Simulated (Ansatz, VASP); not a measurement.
# Two plane-wave programs on Hf2H3

INCAR

```
SYSTEM = Hf2H3
  ALGO = Normal
  EDIFF = 1E-7
  EDIFFG = -0.04
  ENCUT = 600
  GGA = PE
  IBRION = 2
  ISIF = 3
  ISMEAR = 0
  LASPH = .True.
  LCHARG = .False.
  LREAL = .False.
  LWAVE = .False.
  NELM = 100
  NSW = 90
  PREC = Accurate
  SIGMA = 0.1
```

KPOINTS

```
k-points
0
Gamma
  6 6 6
  0 0 0
```

The input POSCAR:

```
Hf2H3
1.0
    5.0713909178      0.0000000000      0.0000000000
   -2.5356954589      4.3919533674      0.0000000000
    0.0000000000      0.0000000000      2.9906460805
Hf H
2 3
Direct
    0.3333333333      0.6666666667      0.0000000000
    0.6666666667      0.3333333333      0.0000000000
    0.0000000000      0.0000000000      0.1685701189
    0.0000000000      0.0000000000      0.8314298811
    0.0000000000      0.0000000000      0.5000000000
```

Input for Ansatz:

```yaml
crystal:
  lattice:
    - [5.0713909178, 0.0, 0.0]
    - [-2.5356954589, 4.3919533674, 0.0]
    - [0.0, 0.0, 2.9906460805]
  atoms:
    - { symbol: Hf, position: [0.3333333333, 0.6666666667, 0.0] }
    - { symbol: Hf, position: [0.6666666667, 0.3333333333, 0.0] }
    - { symbol: H, position: [0.0, 0.0, 0.1685701189] }
    - { symbol: H, position: [0.0, 0.0, 0.8314298811] }
    - { symbol: H, position: [0.0, 0.0, 0.5] }
basis:
  ecutwfc: 420
kpoints:
  mp_grid: { grid: [6, 6, 6] }
hamiltonian:
  xc: pbe
scf:
  occupations: { method: gaussian, width: 0.1 }
  lower_state_search: "off"
output:
  forces: true
  stress: true
  eigenvalues: true
relax:
  adjacent_minimum: "off"
  f_tol: 0.04
  max_steps: 70
  cell: { stress_tol: 0.4 }
```

Alike in both runs: task relaxation of cell and atoms; functional PBE; k mesh 6 × 6 × 6; occupations gaussian, width 0.1 eV; no spin polarisation.

```csv
,VASP,Ansatz
version,VASP 6.6.1,Ansatz 0.2.0
potentials or method,"VASP PAW PBE potentials, release 64 (Hf_pv, H), cutoff 600 eV","scalar-relativistic, plane waves, PAW"
valence electrons in the cell,23,55
```

Ansatz gave:

- gap on the k mesh at the Fermi level, each at its own relaxed structure (eV): none
- relaxed volume (Å³/atom): 13.69
- relaxed cell length with the largest relative difference (Å): 5.238

What did VASP give for the same quantities?

gap on the k mesh at the Fermi level, each at its own relaxed structure (eV): none; relaxed volume (Å³/atom): 13.63; relaxed cell length with the largest relative difference (Å): 5.229.

A gap of «none» marks a metal or a gap that the smearing closes. VASP's potentials hold 23 valence electrons a cell and Ansatz's 55, so a difference there can come from the potentials and not from the codes.

Spin-orbit coupling is off throughout.
